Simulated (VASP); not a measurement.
Input of a VASP 6.6.1 run:

The input INCAR:

```
PREC = Accurate ; ENCUT = 520
EDIFF = 1E-6 ; ISMEAR = 1
SIGMA = 1.0 ; LREAL = F
LASPH = T ; NELM = 60
ALGO = Normal ; ISIF = 2
LWAVE = F ; LCHARG = F
GGA = PE ; NBANDS = 11
```

Contents of KPOINTS:

```
Automatic mesh
0
Gamma
  10 10 10
```

The input POSCAR:

```
Si
1.0
    0.0000000000      2.7354874751      2.7354874751
    2.7354874751      0.0000000000      2.7354874751
    2.7354874751      2.7354874751      0.0000000000
Si
2
Direct
    0.5000000000      0.5000000000      0.5000000000
    0.7500000000      0.7500000000      0.7500000000
```

Potentials or basis: VASP PAW PBE potentials, release 64 (Si).

Launch:

```console
$ cat potpaw_PBE.64/Si/POTCAR > POTCAR
$ mpirun -np 1 vasp_std > vasp.out
```

(1) What does it give for the band gap on the k mesh?

(2) Predict the pressure.

Results:

(1) 0.62 eV, indirect (least direct gap 2.56 eV).

(2) -0.3 GPa.
